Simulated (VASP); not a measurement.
# C: single point with PBE

C:

```
C
1.0
     0.00000    2.12700    3.34800
     1.22800    0.00000    3.34800
     1.22800    2.12700    0.00000
C
2
Direct
  0.16667 0.83333 0.16667
  0.83333 0.16667 0.83333
```

```json
{
 "Program": "VASP 6.6.1",
 "Task": "single point",
 "Functional": "PBE",
 "Potentials or basis": "VASP PAW PBE potentials, release 64 (C)",
 "Cutoff": "520 eV",
 "k mesh": "14 × 14 × 14",
 "Occupations": "fermi-dirac, width 0.3 eV",
 "Spin": "no spin polarisation",
 "Dipole correction": "no",
 "Further INCAR settings": "ALGO = Normal; EDIFF = 1e-06; NBANDS = 11"
}
```

```yaml
Pressure: 5.1 GPa
Largest_force: 0.008 eV/Å
```

Forces on the atoms (eV/Å):
```
C    0.000 -0.008  0.000
C    0.000  0.008  0.000
```

Stress tensor (GPa, compression positive):
```
6.07 0.00 0.00
0.00 5.52 0.00
0.00 0.00 3.77
```

Levels at points of the mesh, in eV from the Fermi level:
```csv
k point,band 2,band 3,band 4,band 5,band 6,band 7
"(0.00, 0.00, 0.00)",-6.62,-3.02,-3.00,4.25,8.39,8.46
"(0.50, 0.00, 0.00)",-13.30,-6.43,-2.39,1.64,7.49,12.59
"(0.50, 0.50, 0.00)",-8.61,-3.03,-3.01,8.36,8.42,10.57
"(0.50, 0.00, 0.50)",-13.38,-6.40,-1.62,2.50,7.70,11.23
"(0.00, 0.50, 0.50)",-13.21,-6.46,-3.07,0.94,7.30,13.88
```

Wall time 34 s on 1 thread of Intel(R) Xeon(R) 6975P-C (Granite Rapids), on a shared host, peak memory 0.18 GiB.

Caveat: the cell stands under pressure; so wide a smearing shifts energies and pressures; this functional lacks dispersion, which binds the layers, so the pressure and a relaxed spacing across them are unreliable.
